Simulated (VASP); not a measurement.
# CaF2 (Fluorite) (Fm-3m) in VASP: notebook, part 2 of 2

VASP 6.6.1.

## (3) Single point, PBEsol

This run uses another cell than the first one, of 12.85 Å³/atom, 1.029 times its volume.

INCAR

```
SYSTEM = CaF2
  PREC = Accurate
  ENCUT = 600
  EDIFF = 1E-6
  ISMEAR = -1
  SIGMA = 0.02
  LREAL = .False.
  LASPH = .True.
  NELM = 120
  ALGO = Normal
  ISIF = 2
  LWAVE = .False.
  LCHARG = .True.
  GGA = PS
  LELF = .True.
  LVHAR = .True.
  NBANDS = 19
  GGA_COMPAT = .False.
```

KPOINTS

```
regular mesh
0
Gamma
  6 6 6
  0 0 0
```

POSCAR

```
CaF2
1.0
    0.0000000000      2.6815592374      2.6815592374
    2.6815592374      0.0000000000      2.6815592374
    2.6815592374      2.6815592374      0.0000000000
Ca F
1 2
Direct
    0.0000000000      0.0000000000      0.0000000000
    0.2500000000      0.2500000000      0.2500000000
    0.7500000000      0.7500000000      0.7500000000
```

Potentials or basis: VASP PAW PBE potentials, release 64 (Ca_sv, F).

Started as:

```sh
> cat potpaw_PBE.64/Ca_sv/POTCAR potpaw_PBE.64/F/POTCAR > POTCAR
> mpirun -np 1 vasp_std > vasp.out
```

OUTCAR:

```text
SYSTEM = CaF2
   PREC = Accurate
   ENCUT = 600
   EDIFF = 1E-6
   ISMEAR = -1
   LREAL = .False.
   LASPH = .True.
   NELM = 120
   ISIF = 2
   GGA = PS

 ion  position               nearest neighbor table
   1  0.000  0.000  0.000-   3 2.32   3 2.32   3 2.32   2 2.32   3 2.32   2 2.32   2 2.32   2 2.32

   2  0.250  0.250  0.250-   1 2.32   1 2.32   1 2.32   1 2.32
   3  0.750  0.750  0.750-   1 2.32   1 2.32   1 2.32   1 2.32

  LATTYP: Found a face centered cubic cell.
 ALAT       =     5.3631184748

  Lattice vectors:

 A1 = (   0.0000000000,   2.6815592374,   2.6815592374)
 A2 = (   2.6815592374,   0.0000000000,   2.6815592374)
 A3 = (   2.6815592374,   2.6815592374,   0.0000000000)

Analysis of symmetry for initial positions (statically):
=====================================================================
 Subroutine PRICEL returns:
 Original cell was already a primitive cell.

 Routine SETGRP: Setting up the symmetry group for a
 face centered cubic supercell.

 Subroutine GETGRP returns: Found 48 space group operations
 (whereof 48 operations were pure point group operations)
 out of a pool of 48 trial point group operations.

The static configuration has the point symmetry O_h .

Analysis of symmetry for dynamics (positions and initial velocities):
=====================================================================
 Subroutine PRICEL returns:
 Original cell was already a primitive cell.

 Routine SETGRP: Setting up the symmetry group for a
 face centered cubic supercell.

 Subroutine GETGRP returns: Found 48 space group operations
 (whereof 48 operations were pure point group operations)
 out of a pool of 48 trial point group operations.

The dynamic configuration has the point symmetry O_h .

 Subroutine INISYM returns: Found 48 space group operations
 (whereof 48 operations are pure point group operations),
 and found     1 'primitive' translations

[... 104 lines left out ...]
   IALGO  =     38    algorithm
   IMIX   =      4    mixing-type and parameters
     AMIX     =   0.40;   BMIX     =  1.00
     AMIX_MAG =   1.60;   BMIX_MAG =  1.00
  volume/ion in A,a.u.               =      12.85        86.75
  Fermi-wavevector in a.u.,A,eV,Ry     =   1.397702  2.641273 26.579937  1.953570
  Thomas-Fermi vector in A             =   2.520932
   LORBIT       =      0    0 simple, 1 ext, 2 COOP (PROOUT), +10 PAW based schemes
   GGA     = PS    functional components
   LHFCALC =     F    Hartree Fock is set to
   AEXX    =    0.0000 exact exchange contribution
   IVDW    =     0    specifies the selected vdW correction
   LEPSILON=     F    determine dielectric tensor
   LRPA    =     F    only Hartree local field effects (RPA)
 non-spin polarized calculation
  energy-cutoff  :      600.00
  volume of cell :       38.56
 maximum number of plane-waves:      1303
   NGX = 15   NGY = 15   NGZ = 15

 number of electron      23.9999987 magnetization

 Free energy of the ion-electron system (eV)
  ---------------------------------------------------
  ext. energy  EPLUGINS =         0.00000000
  ---------------------------------------------------
  free energy    TOTEN  =       -17.88746537 eV

  energy without entropy =      -17.88746537  energy(sigma->0) =      -17.88746537

 E-fermi :  -0.2741     XC(G=0): -10.1840

 val. band max:       -0.7855726835   @ k =   0.5000   0.5000   0.0000
 cond. band min:       6.6279062074   @ k =   0.0000   0.0000   0.0000
 fundamental gap:      7.4134788909
 Fermi energy:        -0.2741207289

 k-point     1 :       0.0000    0.0000    0.0000
  band No.  band energies     occupation
      1     -36.3387      2.00000
      2     -20.7466      2.00000
      3     -19.8694      2.00000
      4     -17.3623      2.00000
      5     -17.3623      2.00000
      6     -17.3623      2.00000
[... 329 lines left out ...]
      6     -16.7748      2.00000
[... 11 lines left out ...]
     18      14.0798      0.00000
     19      14.2530      0.00000

------------------------ aborting loop because EDIFF is reached ----------------------------------------

  FORCE on cell =-STRESS in cart. coord.  units (eV):
  Direction    XX          YY          ZZ          XY          YZ          ZX
  --------------------------------------------------------------------------------------
  -------------------------------------------------------------------------------------
  Total        0.8086778      0.8086778      0.8086778      0.0000000     -0.0000000     -0.0000000
  in kB       33.5964898     33.5964898     33.5964898      0.0000000     -0.0000000     -0.0000000
  external PRESSURE =      33.5964898 kB  Pullay stress =       0.0000000 kB

 VOLUME and BASIS-vectors are now :
 -----------------------------------------------------------------------------
  energy-cutoff  :      600.00
  volume of cell :       38.56
      direct lattice vectors                 reciprocal lattice vectors
     0.000000000  2.681559237  2.681559237    -0.186458682  0.186458682  0.186458682
     2.681559237  0.000000000  2.681559237     0.186458682 -0.186458682  0.186458682
     2.681559237  2.681559237  0.000000000     0.186458682  0.186458682 -0.186458682

 POSITION                                       TOTAL-FORCE (eV/Angst)
 -----------------------------------------------------------------------------------
      0.00000      0.00000      0.00000         0.000000      0.000000      0.000000
      1.34078      1.34078      1.34078        -0.000000     -0.000000      0.000000
      4.02234      4.02234      4.02234         0.000000     -0.000000     -0.000000
 -----------------------------------------------------------------------------------
    total drift:                                0.000000     -0.000000      0.000000

  FREE ENERGIE OF THE ION-ELECTRON SYSTEM (eV)
  ---------------------------------------------------
  free  energy   TOTEN  =       -17.8874653679 eV

  energy  without entropy=      -17.8874653679  energy(sigma->0) =      -17.88746537
```

stdout:

```text
POSCAR found type information on POSCAR CaF
 POSCAR found :  2 types and       3 ions
 scaLAPACK will be used
 -----------------------------------------------------------------------------
|                                                                             |
|                                                                             |
|     You enforced a specific xc type in the INCAR file but a different       |
|     I HOPE YOU KNOW WHAT YOU ARE DOING!                                     |
|                                                                             |
 -----------------------------------------------------------------------------

 LDA part: xc-table for (Slater+PW92), standard interpolation
 POSCAR, INCAR and KPOINTS ok, starting setup
 FFT: planning ... GRIDC
 FFT: planning ... GRID_SOFT
 FFT: planning ... GRID
 WAVECAR not read
 entering main loop
```

Run time: 20 s. Hardware: 1 thread of AMD EPYC 9R45 (Zen 5), shared host; peak memory 0.13 GiB.

Results:

* Free energy: -17.8875 eV
* Pressure: 3.4 GPa
* Band gap on the k mesh: 7.41 eV, indirect (least direct gap 7.68 eV)

Caveat: the PAW data sets were made with another functional, which shifts forces and pressure a little.
